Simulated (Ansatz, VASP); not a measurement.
Mn: VASP beside Ansatz

The input INCAR:

```
SYSTEM = Mn
PREC = Accurate ; ENCUT = 520
EDIFF = 1E-6 ; ISMEAR = 0
SIGMA = 0.15 ; LREAL = .FALSE.
LASPH = .TRUE. ; NELM = 80
ALGO = Fast ; ISIF = 2
LWAVE = .FALSE. ; LCHARG = .TRUE.
GGA = PS ; LELF = .TRUE.
LVHAR = .TRUE. ; NBANDS = 20
```

KPOINTS

```
regular mesh
0
G
  21 21 12
  0 0 0
```

Contents of POSCAR:

```
Mn
1.0
    2.4091363974      0.0000000000      0.0000000000
   -1.2045681987      2.0863733214      0.0000000000
    0.0000000000      0.0000000000      3.9658020750
Mn
2
Direct
    0.6666666667      0.3333333333      0.7500000000
    0.3333333333      0.6666666667      0.2500000000
```

Input for Ansatz:

```yaml
crystal:
  lattice:
    - [2.4091363974, 0.0, 0.0]
    - [-1.2045681987, 2.0863733214, 0.0]
    - [0.0, 0.0, 3.965802075]
  atoms:
    - { symbol: Mn, position: [0.6666666667, 0.3333333333, 0.75] }
    - { symbol: Mn, position: [0.3333333333, 0.6666666667, 0.25] }
basis:
  ecutwfc: 420
kpoints:
  mp_grid: { grid: [21, 21, 12] }
hamiltonian:
  xc: pbesol
scf:
  occupations: { method: gaussian, width: 0.15 }
output:
  forces: true
  stress: true
  eigenvalues: true
```

Change from the starting cell: strain -0.030 along x and y, -0.015 along z, atoms carried along.

Alike in both runs: task single point; functional PBEsol; k mesh 21 × 21 × 12; occupations gaussian, width 0.15 eV; no spin polarisation.

|  | VASP | Ansatz |
| --- | --- | --- |
| version | VASP 6.6.1 | Ansatz 0.2.0 |
| potentials or method | VASP PAW PBE potentials, release 64 (Mn_pv), cutoff 520 eV | scalar-relativistic, plane waves, PAW |
| valence electrons in the cell | 26 | 30 |

|  | VASP | Ansatz | Ansatz less VASP |
| --- | --- | --- | --- |
| gap on the k mesh at the Fermi level (eV) | none | none | - |
| pressure (GPa) | 11.8 | 11.8 | +0.03 |
| traceless stress, the component that is largest in VASP (GPa) | -5.30 | -5.24 | +0.059 |

VASP's potentials were made for PBE, not for PBEsol. A gap of «none» marks a metal or a gap that the smearing closes. VASP's potentials hold 26 valence electrons a cell and Ansatz's 30, so a difference there can come from the potentials and not from the codes.
